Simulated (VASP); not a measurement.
Set up this calculation in VASP 6.6.1, as the native input.

```
Task                   : electric field gradients
Functional             : LDA
Potentials or basis    : VASP PAW LDA potentials, release 64 (Se)
Cutoff                 : 520 eV
k mesh                 : 6 × 6 × 5
Occupations            : fermi-dirac, width 0.03 eV
Spin                   : no spin polarisation
Dipole correction      : no
Further INCAR settings : ALGO = Normal; EDIFF = 1e-08; NBANDS = 16
```

The structure of Se lies in POSCAR:

```
Se
1.0
    4.3661999489      0.0000000000      0.0000000000
   -2.1830999745      3.7812400738      0.0000000000
    0.0000000000      0.0000000000      4.9536000000
Se
3
Direct
    0.2254000000      0.0000000000      0.3333333333
    0.0000000000      0.2254000000      0.6666666667
    0.7746000000      0.7746000000      0.0000000000
```

These files were run (other wordings do the same):

INCAR

```
SYSTEM = Se
PREC = Accurate
ENCUT = 520
EDIFF = 1E-8
ISMEAR = -1
SIGMA = 0.03
LREAL = .FALSE.
LASPH = .TRUE.
NELM = 80
ALGO = Normal
ISIF = 2
LWAVE = .FALSE.
LCHARG = .FALSE.
GGA = CA
LEFG = .TRUE.
NBANDS = 16
```

KPOINTS

```
Automatic mesh
0
G
  6 6 5
  0 0 0
```

Potentials or basis: VASP PAW LDA potentials, release 64 (Se).

Run with:

```bash
$ cat potpaw_LDA.64/Se/POTCAR > POTCAR
$ mpirun -np 1 vasp_std > vasp.out
```

It gave:

| Property | Result |
| --- | --- |
| Pressure | -1.1 GPa |
| Largest force | 0.261 eV/Å |
| Band gap on the k mesh | 1.18 eV (least direct gap 1.41 eV) |
| Largest electric field gradient by atom | Se -494.0 V/Å² |

Caveat: without QUAD_EFG the Cq values of the log hold for a quadrupole moment of 1 mb, not for the nuclei; an odd mesh through Γ misses points on the zone boundary, where band edges can lie.

Run time: 27 s on 1 thread of Intel(R) Xeon(R) Platinum 8259CL CPU @ 2.50GHz (Skylake/Cascade Lake), with other jobs on the host, peak memory 0.17 GiB.
